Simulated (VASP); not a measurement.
Here is a VASP 6.6.1 calculation.

Contents of INCAR:

```
SYSTEM = TaN
  PREC = Accurate
  ENCUT = 520
  EDIFF = 1E-6
  ISMEAR = 0
  SIGMA = 0.05
  LREAL = .FALSE.
  LASPH = .TRUE.
  NELM = 150
  ALGO = Normal
  ISIF = 2
  LWAVE = .FALSE.
  LCHARG = .TRUE.
  ISPIN = 2
  MAGMOM = 0.51 -0.08 -0.08 0.02 0.02 0.01
  LORBIT = 11
  LMAXMIX = 4
  LDAU = .TRUE.
  LDAUTYPE = 2
  LDAUL = 2 -1
  LDAUU = 7 0
  LDAUJ = 0 0
  LDAUPRINT = 1
  GGA = PS
  LELF = .TRUE.
  LVHAR = .TRUE.
  NBANDS = 37
```

File KPOINTS:

```
regular mesh
0
G
  4 4 7
  0 0 0
```

The input POSCAR:

```
TaN
1.0
    5.1850002000      0.0000000000      0.0000000000
   -2.5925001000      4.4903418900      0.0000000000
    0.0000000000      0.0000000000      2.9080005300
Ta N
3 3
Direct
    0.0000000000      0.0000000000      0.0000000000
    0.3333333333      0.6666666667      0.5000000000
    0.6666666667      0.3333333333      0.5000000000
    0.5000000000      0.0000000000      0.0000000000
    0.5000000000      0.5000000000      0.0000000000
    0.0000000000      0.5000000000      0.0000000000
```

Potentials or basis: VASP PAW PBE potentials, release 64 (Ta_pv, N).

Command:

```bash
$ cat potpaw_PBE.64/Ta_pv/POTCAR potpaw_PBE.64/N/POTCAR > POTCAR
$ mpirun -np 1 vasp_std > vasp.out
```

Q: Estimate the pressure.

A: 24.6 GPa.

Q: What does it give for the net moment?

A: 0.00 μB per cell.

Q: Predict the band gap on the k mesh.

A: Zero (filled and empty bands overlap).

Stress tensor (GPa, compression positive):
```
22.10  0.00  0.00
 0.00 22.10  0.00
 0.00  0.00 29.73
```

Caveat: the PAW data sets were made with another functional, which shifts forces and pressure a little; spin-orbit coupling is left out, which moves the levels of the heavy elements. The state reached can hang on the start; a lower one may exist.
